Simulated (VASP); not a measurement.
Wanted: the native input for a VASP 6.6.1 run.

| Item | Value |
| --- | --- |
| Task | single point |
| Functional | LDA |
| Potentials or basis | VASP PAW LDA potentials, release 64 (Cu) |
| Cutoff | 520 eV |
| k mesh | 15 × 15 × 15 |
| Occupations | fermi-dirac, width 0.1 eV |
| Spin | no spin polarisation |
| Dipole correction | no |
| Further INCAR settings | ALGO = Normal; EDIFF = 1e-07; NBANDS = 12 |

The structure of Cu lies in POSCAR:

```
Cu
1.0
    2.3574497563      0.0000000000      0.0000000000
    0.0000000000      2.3574497563      0.0000000000
    0.0000000000      0.0000000000      2.3574497563
Cu
1
Direct
    0.0000000000      0.0000000000      0.0000000000
```

This cell differs from its parent crystal: volume scaled by 1.04.

The input as run:

INCAR

```
SYSTEM = Cu
PREC     = Accurate       ! precision mode
ENCUT    = 520            ! plane-wave cutoff, eV
EDIFF    = 1E-7           ! SCF threshold, eV
ISMEAR   = -1             ! smearing method
SIGMA    = 0.1            ! smearing width, eV
LREAL    = .False.        ! projectors in reciprocal space
LASPH    = .True.         ! aspherical terms in the spheres
NELM     = 60             ! most SCF steps
ALGO     = Normal         ! electronic algorithm
ISIF     = 2              ! what is computed and relaxed
LWAVE    = .False.        ! write WAVECAR
LCHARG   = .True.         ! write CHGCAR
LELF     = .True.         ! ELF
LVHAR    = .True.       
NBANDS   = 12             ! bands
```

KPOINTS

```
Automatic mesh
0
Gamma
  15 15 15
  0 0 0
```

Potentials or basis: VASP PAW LDA potentials, release 64 (Cu).

The run is started by

```bash
$ cat potpaw_LDA.64/Cu/POTCAR > POTCAR
$ mpirun -np 1 vasp_std > vasp.out
```

It gave:

```json
{
  "Pressure": "-4.4 GPa"
}
```

It took 17 s on 1 thread of AMD EPYC 7R13, with other jobs on the host, peak memory 0.09 GiB.
